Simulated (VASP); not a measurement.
# PtSe2 (Sudovikovite) (P-3m1) in VASP: notebook, part 2 of 2

VASP 6.6.1.

### Step 4. Single point, PBEsol+U

This run uses another cell than the first one, of 19.33 Å³/atom, 0.954 times its volume.

Contents of INCAR:

```
PREC = Accurate
ENCUT = 520
EDIFF = 1E-6
ISMEAR = -1
SIGMA = 0.05
LREAL = False
LASPH = True
NELM = 150
ALGO = Normal
ISIF = 2
LWAVE = False
LCHARG = False
LMAXMIX = 4
LDAU = True
LDAUTYPE = 2
LDAUL = 2 -1
LDAUU = 8 0
LDAUJ = 0 0
LDAUPRINT = 1
GGA = PS
NBANDS = 18
```

Contents of KPOINTS:

```
Automatic mesh
0
Gamma
  8 8 5
```

Contents of POSCAR:

```
PtSe2
1.0
    3.7833832270      0.0000000000      0.0000000000
   -1.8916916135      3.2765059868      0.0000000000
    0.0000000000      0.0000000000      4.6776946567
Pt Se
1 2
Direct
    0.0000000000      0.0000000000      0.0000000000
    0.6666666667      0.3333333333      0.7267833367
    0.3333333333      0.6666666667      0.2732166633
```

Potentials or basis: VASP PAW PBE potentials, release 64 (Pt, Se).

On the command line:

```sh
$ cat potpaw_PBE.64/Pt/POTCAR potpaw_PBE.64/Se/POTCAR > POTCAR
$ mpirun -np 1 vasp_std > vasp.out
```

OUTCAR:

```text
PREC = Accurate
   ENCUT = 520
   EDIFF = 1E-6
   ISMEAR = -1
   LREAL = False
   LASPH = True
   NELM = 150
   ISIF = 2
   GGA = PS

 ion  position               nearest neighbor table
   1  0.000  0.000  0.000-   2 2.53   3 2.53   3 2.53   2 2.53   2 2.53   3 2.53
   2  0.667  0.333  0.727-   1 2.53   1 2.53   1 2.53
   3  0.333  0.667  0.273-   1 2.53   1 2.53   1 2.53

  LATTYP: Found a hexagonal cell.
 ALAT       =     3.7833832270
 C/A-ratio  =     1.2363787584

  Lattice vectors:

 A1 = (   3.7833832270,   0.0000000000,   0.0000000000)
 A2 = (  -1.8916916135,   3.2765059868,   0.0000000000)
 A3 = (   0.0000000000,   0.0000000000,   4.6776946567)

Analysis of symmetry for initial positions (statically):
=====================================================================
 Subroutine PRICEL returns:
 Original cell was already a primitive cell.

 Routine SETGRP: Setting up the symmetry group for a
 hexagonal supercell.

 Subroutine GETGRP returns: Found 12 space group operations
 (whereof 12 operations were pure point group operations)
 out of a pool of 24 trial point group operations.
[... 200 lines left out ...]

 E-fermi :   6.3618     XC(G=0): -11.0903

 val. band max:        6.3334006869   @ k =   0.1250   0.1250   0.0000
 cond. band min:       6.3856803161   @ k =  -0.1250   0.5000   0.2000
 fundamental gap:      0.0522796292
 Fermi energy:         6.3618033516

 k-point     1 :       0.0000    0.0000    0.0000
  band No.  band energies     occupation
      1      -9.1329      2.00000
      2      -5.7837      2.00000
      3      -1.4302      2.00000
      4      -0.6137      2.00000
      5      -0.6137      2.00000
      6       0.8759      2.00000
[... 481 lines left out ...]
      5       0.2586      2.00000
      6       0.6222      2.00000
[... 10 lines left out ...]
     17      14.7423      0.00000
     18      16.0333      0.00000

 [... further k-points ...]

------------------------ aborting loop because EDIFF is reached ----------------------------------------

  FORCE on cell =-STRESS in cart. coord.  units (eV):
  Direction    XX          YY          ZZ          XY          YZ          ZX
  --------------------------------------------------------------------------------------
  -------------------------------------------------------------------------------------
  Total       -2.8538302     -2.8538302     -1.6475274      0.0000000      0.0000000     -0.0000000
  in kB      -78.8525126    -78.8525126    -45.5218668      0.0000000      0.0000000     -0.0000000
  external PRESSURE =     -67.7422973 kB  Pullay stress =       0.0000000 kB

 VOLUME and BASIS-vectors are now :
 -----------------------------------------------------------------------------
  energy-cutoff  :      520.00
  volume of cell :       57.99
      direct lattice vectors                 reciprocal lattice vectors
     3.783383227  0.000000000  0.000000000     0.264313695  0.152601583  0.000000000
    -1.891691613  3.276505987  0.000000000     0.000000000  0.305203166  0.000000000
     0.000000000  0.000000000  4.677694657     0.000000000  0.000000000  0.213780521

 POSITION                                       TOTAL-FORCE (eV/Angst)
 -----------------------------------------------------------------------------------
      0.00000      0.00000      0.00000        -0.000000      0.000000      0.000000
      1.89169      1.09217      3.39967         0.000000     -0.000000      0.681129
     -0.00000      2.18434      1.27802        -0.000000      0.000000     -0.681129
 -----------------------------------------------------------------------------------
    total drift:                               -0.000000     -0.000000     -0.000000

  FREE ENERGIE OF THE ION-ELECTRON SYSTEM (eV)
  ---------------------------------------------------
  free  energy   TOTEN  =       -11.0167552875 eV

  energy  without entropy=      -11.0077384759  energy(sigma->0) =      -11.01224688
```

stdout:

```text
POSCAR found type information on POSCAR PtSe
 POSCAR found :  2 types and       3 ions
 scaLAPACK will be used
 -----------------------------------------------------------------------------
|                                                                             |
|                                                                             |
|     You enforced a specific xc type in the INCAR file but a different       |
|     I HOPE YOU KNOW WHAT YOU ARE DOING!                                     |
|                                                                             |
 -----------------------------------------------------------------------------

 LDA part: xc-table for (Slater+PW92), standard interpolation
 POSCAR, INCAR and KPOINTS ok, starting setup
 FFT: planning ... GRIDC
 FFT: planning ... GRID_SOFT
 FFT: planning ... GRID
 WAVECAR not read
 entering main loop
```

It took 17 s on 1 thread of Intel Xeon 6975P-C (Granite Rapids), shared host; peak memory 0.19 GiB.

Results:

```yaml
Free_energy: -11.0168 eV
Pressure: -6.8 GPa
Largest_force: 0.681 eV/Å
Band_gap_on_the_k_mesh: zero (band 11 reaches 7.07 eV, above the bottom of band 12 at 6.07 eV)
```

Forces on the atoms (eV/Å):
```
Pt   0.000  0.000  0.000
Se   0.000  0.000  0.681
Se   0.000  0.000 -0.681
```

Stress tensor (GPa, compression positive):
```
-7.89  0.00  0.00
 0.00 -7.89  0.00
 0.00  0.00 -4.55
```

Eigenvalues of the final occupation matrices:
| site | spin | trace | eigenvalues |
| --- | --- | --- | --- |
| site 1 d | 1 | 4.46 | 0.77 0.77 0.97 0.97 0.97 |
| site 1 d | 2 | 4.46 | 0.77 0.77 0.97 0.97 0.97 |

Caveat: the PAW data sets were made with another functional, which shifts forces and pressure a little; spin-orbit coupling is left out, which moves the levels of the heavy elements; U without spin polarisation on a metal has little footing.

### Step 5. Single point, BLYP

This run uses another cell than the first one, of 38.49 Å³/atom, 1.900 times its volume.

Contents of INCAR:

```
SYSTEM = PtSe2
  PREC = Accurate
  ENCUT = 520
  EDIFF = 1E-6
  ISMEAR = -1
  SIGMA = 0.05
  LREAL = .FALSE.
  LASPH = .TRUE.
  NELM = 100
  ALGO = Normal
  ISIF = 2
  LWAVE = .FALSE.
  LCHARG = .FALSE.
  GGA = B5
  ALDAX = 1.0
  AGGAX = 1.0
  AGGAC = 1.0
  ALDAC = 0.0
  NBANDS = 18
```

Contents of KPOINTS:

```
Automatic mesh
0
G
  8 8 5
  0 0 0
```

Contents of POSCAR:

```
PtSe2
1.0
    3.8203644082      0.0000000000      0.0000000000
   -1.9101822041      3.3085326292      0.0000000000
    0.0000000000      0.0000000000      9.1365744544
Pt Se
1 2
Direct
    0.0000000000      0.0000000000      0.0000000000
    0.6666666667      0.3333333333      0.8544294966
    0.3333333333      0.6666666667      0.1455705034
```

On the command line:

```sh
$ cat potpaw_PBE.64/Pt/POTCAR potpaw_PBE.64/Se/POTCAR > POTCAR
$ mpirun -np 1 vasp_std > vasp.out
```

Run time: 42 s. Hardware: 1 thread of Intel Xeon 6975P-C (Granite Rapids), shared host; peak memory 0.27 GiB.

It converged, with:

| Property | Result |
| --- | --- |
| Free energy | -12.2905 eV |
| Pressure | 0.2 GPa |
| Largest force | 0.051 eV/Å |
| Band gap on the k mesh | 1.28 eV, indirect (least direct gap 1.43 eV) |

Forces on the atoms (eV/Å):
```
Pt   0.000  0.000  0.000
Se   0.000  0.000 -0.051
Se   0.000  0.000  0.051
```

Levels at points of the mesh, in eV from the valence-band top:
```csv
k point,band 8,band 9,band 10,band 11,band 12,band 13,band 14,band 15
"(0.00, 0.00, 0.00)",-1.12,-0.46,0.00,0.00,2.73,2.73,4.12,5.70
"(0.50, 0.00, 0.00)",-2.08,-1.78,-1.60,-1.19,2.16,2.52,4.63,6.33
```

Caveat: the PAW data sets were made with another functional, which shifts forces and pressure a little; spin-orbit coupling is left out, which moves the levels of the heavy elements.

### Step 6. Relaxation of cell and atoms, BLYP

Contents of INCAR:

```
SYSTEM = PtSe2
PREC = Accurate
ENCUT = 600
EDIFF = 1E-7
ISMEAR = -1
SIGMA = 0.05
LREAL = .False.
LASPH = .True.
NELM = 60
ALGO = Normal
ISIF = 3
LWAVE = .False.
LCHARG = .False.
GGA = B5
ALDAX = 1.0
AGGAX = 1.0
AGGAC = 1.0
ALDAC = 0.0
IBRION = 2
NSW = 60
EDIFFG = -0.01
```

Contents of KPOINTS:

```
regular mesh
0
Gamma
  8 8 5
  0 0 0
```

Contents of POSCAR:

```
PtSe2
1.0
    3.7240000000      0.0000000000      0.0000000000
   -1.8620000000      3.2250786037      0.0000000000
    0.0000000000      0.0000000000      5.0620000000
Pt Se
1 2
Direct
    0.0000000000      0.0000000000      0.0000000000
    0.6666666667      0.3333333333      0.7500000000
    0.3333333333      0.6666666667      0.2500000000
```

Potentials or basis: VASP PAW PBE potentials, release 64 (Pt, Se).

On the command line:

```sh
$ cat potpaw_PBE.64/Pt/POTCAR potpaw_PBE.64/Se/POTCAR > POTCAR
$ mpirun -np 1 vasp_std > vasp.out
```

Wall time 19 min (1 thread of Intel Xeon 6975P-C (Granite Rapids), shared host); peak memory 0.24 GiB.

Results (log left out):

```
Free energy                            : -12.2681 eV
Relaxed volume                         : 32.44 Å³/atom
Relaxed cell                           : a = 3.826 Å, b = 3.826 Å, c = 7.676 Å, α = 90.00°, β = 90.00°, γ = 120.00°
Space group after relaxing (to 0.05 Å) : P-3m1 (No. 164)
Energy gained by relaxing              : 158.4 meV/atom
Ionic steps                            : 58
Pressure after relaxing                : 0.0 GPa
Largest force after relaxing           : 0.003 eV/Å
Band gap on the k mesh                 : 1.12 eV, indirect (least direct gap 1.30 eV)
```

Forces in eV/Å, atoms in the order of the input:
```
Pt   0.000  0.000  0.000
Se   0.000  0.000 -0.003
Se   0.000  0.000  0.003
```

Step by step:
| step | energy change (eV) | largest force (eV/Å) | pressure (GPa) | volume (Å³) |
| --- | --- | --- | --- | --- |
| 1 | 0.0000 | 1.1001 | 15.32 | 60.80 |
| 3 | -0.3191 | 0.3518 | -0.14 | 68.01 |
| 5 | -0.3196 | 0.2929 | 0.46 | 67.62 |
| 7 | -0.3600 | 0.1697 | 0.31 | 69.71 |
| 9 | -0.4065 | 0.6026 | 2.21 | 79.09 |
| 11 | -0.4266 | 0.4364 | 1.03 | 81.67 |
| 13 | -0.4406 | 0.1306 | -0.91 | 87.03 |
| 15 | -0.4639 | 0.0650 | -0.41 | 88.46 |
| 17 | -0.4724 | 0.0079 | 0.20 | 89.88 |
| 19 | -0.4725 | 0.0324 | 0.01 | 90.25 |
| 21 | -0.4728 | 0.0252 | -0.04 | 90.54 |
| 23 | -0.4728 | 0.0181 | -0.09 | 90.80 |
| 25 | -0.4729 | 0.0019 | 0.00 | 90.81 |
| 27 | -0.4729 | 0.0101 | 0.04 | 90.81 |
| 29 | -0.4730 | 0.0077 | 0.05 | 90.91 |
| 31 | -0.4733 | 0.0012 | 0.10 | 91.31 |
| 33 | -0.4734 | 0.0078 | 0.14 | 91.63 |
| 35 | -0.4735 | 0.0296 | 0.02 | 92.00 |
| 37 | -0.4735 | 0.0415 | -0.04 | 92.21 |
| 39 | -0.4737 | 0.0356 | -0.04 | 92.47 |
| 41 | -0.4741 | 0.0116 | -0.06 | 93.48 |
| 43 | -0.4742 | 0.0036 | -0.06 | 94.05 |
| 45 | -0.4744 | 0.0308 | 0.10 | 94.31 |
| 47 | -0.4748 | 0.0109 | 0.09 | 95.28 |
| 49 | -0.4750 | 0.0091 | 0.08 | 96.36 |
| 51 | -0.4750 | 0.0297 | -0.06 | 96.79 |
| 53 | -0.4752 | 0.0123 | -0.05 | 97.26 |
| 55 | -0.4752 | 0.0034 | -0.06 | 97.49 |
| 57 | -0.4752 | 0.0168 | 0.09 | 97.23 |
| 58 | -0.4752 | 0.0031 | 0.01 | 97.31 |

Final structure:
```
CELL_PARAMETERS angstrom
3.82590 0.00000 0.00000
-1.91295 3.31333 0.00000
0.00000 0.00000 7.67640
ATOMIC_POSITIONS crystal
Pt 0.00000 0.00000 0.00000
Se 0.66667 0.33333 0.82658
Se 0.33333 0.66667 0.17342
```

Levels at points of the mesh, in eV from the valence-band top:
```
           k point  band 9  band 10  band 11  band 12  band 13  band 14
(0.00, 0.00, 0.00)   -0.38    -0.08    -0.08     2.62     2.62     3.98
(0.50, 0.00, 0.00)   -1.85    -1.68    -1.31     2.04     2.43     4.58
```

Caveat: the volume moved by over 15 % at a fixed basis, so the end points are rough; the PAW data sets were made with another functional, which shifts forces and pressure a little; spin-orbit coupling is left out, which moves the levels of the heavy elements; this functional lacks dispersion, which binds the layers, so the pressure and a relaxed spacing across them are unreliable; the volume moved by +60 % from the deposited cell, more than functionals usually miss.

### Step 7. Summary

```csv
task,level,potentials or basis,U,cell,cutoff (eV),gap on the mesh (eV),pressure (GPa),largest force (eV/Å)
single point,LDA,"VASP PAW LDA potentials, release 64 (Pt, Se)",-,"a = 3.724, b = 3.724, c = 5.062 Å, angles 90.0, 90.0, 120.0°, 3 atoms",520,none,-0.1,0.25
single point,LDA,"VASP PAW LDA potentials, release 64 (Pt, Se)",-,"a = 3.797, b = 3.797, c = 5.161 Å, angles 90.0, 90.0, 120.0°, 3 atoms",520,none,-6.9,0.42
single point,PBEsol+U,"VASP PAW PBE potentials, release 64 (Pt, Se)",Pt d U = 8.0 eV,"a = 3.783, b = 3.783, c = 4.678 Å, angles 90.0, 90.0, 120.0°, 3 atoms",520,none,-6.8,0.68
single point,BLYP,"VASP PAW PBE potentials, release 64 (Pt, Se)",-,"a = 3.820, b = 3.820, c = 9.137 Å, angles 90.0, 90.0, 120.0°, 3 atoms",520,1.28,0.2,0.05
relaxation of cell and atoms,BLYP,"VASP PAW PBE potentials, release 64 (Pt, Se)",-,"relaxed from a = 3.724, b = 3.724, c = 5.062 Å, angles 90.0, 90.0, 120.0°, 3 atoms",600,1.12,0.0,-
```

Alike in all rows: no spin polarisation; k mesh 8 × 8 × 5; smearing fermi-dirac 0.05 eV.

Caveats: spin-orbit coupling is left out, which moves the levels of the heavy elements; the PAW data sets were made with another functional, which shifts forces and pressure a little (some runs); U without spin polarisation on a metal has little footing (some runs); the volume moved by over 15 % at a fixed basis, so the end points are rough (some runs); this functional lacks dispersion, which binds the layers, so the pressure and a relaxed spacing across them are unreliable (some runs); the volume moved by +60 % from the deposited cell, more than functionals usually miss (some runs).

Total energies depend on the potentials used, so only differences within one code and one set of settings carry meaning.
